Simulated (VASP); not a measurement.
A run of VASP 6.6.1 is set up as follows.

File POSCAR:

```
Ba
1.0
    3.8782056394      0.0000000000      0.0000000000
    0.0000000000      3.8782056394      0.0000000000
    0.0000000000      0.0000000000      3.8782056394
Ba
1
Direct
    0.0000000000      0.0000000000      0.0000000000
```

Contents of INCAR.step1:

```
PREC = Accurate
ENCUT = 550
ISMEAR = -1
SIGMA = 0.05
LREAL = F
LASPH = T
NELM = 120
NBANDS = 11
GGA = PE
ALGO = Normal
EDIFF = 1E-5
LWAVE = T
LCHARG = F
GGA_COMPAT = F
```

File INCAR.step2:

```
PREC = Accurate
ENCUT = 550
EDIFF = 1E-6
ISMEAR = -1
SIGMA = 0.05
LREAL = F
LASPH = T
NELM = 120
ALGO = Normal
ISIF = 2
LWAVE = F
LCHARG = T
METAGGA = R2SCAN
LMIXTAU = T
IVDW = 12
LELF = T
LVHAR = T
VDW_S6 = 1.0
VDW_S8 = 0.78981345
VDW_A1 = 0.49484001
VDW_A2 = 5.73083694
NBANDS = 11
ISTART = 1
GGA_COMPAT = F
```

The input KPOINTS:

```
Automatic mesh
0
Gamma
  7 7 7
```

Potentials or basis: VASP PAW PBE potentials, release 64 (Ba_sv).

Run with:

```sh
$ cat potpaw_PBE.64/Ba_sv/POTCAR > POTCAR
$ cp INCAR.step1 INCAR
$ mpirun -np 1 vasp_std > vasp.out
$ cp INCAR.step2 INCAR
$ mpirun -np 1 vasp_std > vasp.out
```

**Question.** Predict the pressure.

**Answer.** 0.2 GPa.

**Question.** Estimate the dispersion energy per atom.

**Answer.** -0.103 eV.

Caveat: the PAW data sets were made with another functional, which shifts forces and pressure a little.
